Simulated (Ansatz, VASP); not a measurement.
**One calculation of Pd, two programs**

```
Pd
1.0
     2.72937    0.00000    0.00000
    -1.36468    2.36370    0.00000
     0.00000    0.00000    4.53206
Pd
2
Cartesian
  0.0000 1.5758 1.1330
  1.3647 0.7879 3.3990
```

Alike in both runs: functional PBEsol; k mesh 12 × 12 × 4; occupations gaussian, width 0.1 eV; no spin polarisation.

Ansatz relaxed the structure, and its values are those at the end. VASP's run is a single point on that final structure, the one shown.

```csv
,VASP,Ansatz
version,VASP 6.6.1,Ansatz 0.2.0
potentials or method,"VASP PAW PBE potentials, release 64 (Pd), cutoff 520 eV","scalar-relativistic, plane waves, PAW"
valence electrons in the cell,20,36
```

Ansatz gave:

* gap on the k mesh at the Fermi level (eV): none
* pressure (GPa): 0.1

Task: Which values does VASP return?

Result: gap on the k mesh at the Fermi level (eV): none; pressure (GPa): -0.2.

VASP's potentials were made for PBE, not for PBEsol. A gap of «none» marks a metal or a gap that the smearing closes. VASP's potentials hold 20 valence electrons a cell and Ansatz's 36, so a difference there can come from the potentials and not from the codes.
